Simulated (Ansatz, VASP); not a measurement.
**One calculation of Pb, two programs**

```
Pb
1.0
    -1.97966    1.97966    1.97966
     1.97966   -1.97966    1.97966
     1.97966    1.97966   -1.97966
Pb
1
Direct
  0.00000 0.00000 0.00000
```

Alike in both runs: task relaxation of cell and atoms; functional r2SCAN; k mesh 12 × 12 × 12; occupations gaussian, width 0.1 eV; no spin polarisation.

|  | VASP | Ansatz |
| --- | --- | --- |
| version | VASP 6.6.1 | Ansatz 0.2.0 |
| potentials or method | VASP PAW PBE potentials, release 64 (Pb_d), cutoff 600 eV | scalar-relativistic, plane waves, PAW |
| valence electrons in the cell | 14 | 14 |

```csv
,VASP,Ansatz,Ansatz less VASP
"gap on the k mesh at the Fermi level, each at its own relaxed structure (eV)",none,none,-
relaxed volume (Å³/atom),31.03,31.03,0.000
relaxed cell length with the largest relative difference (Å),3.429,3.429,0.0000
```

VASP's potentials were made for PBE, not for r2SCAN. A gap of «none» marks a metal or a gap that the smearing closes.

Neither program's run includes spin-orbit coupling. Noted on VASP's run: the relaxation stopped at its first step, so nothing moved.
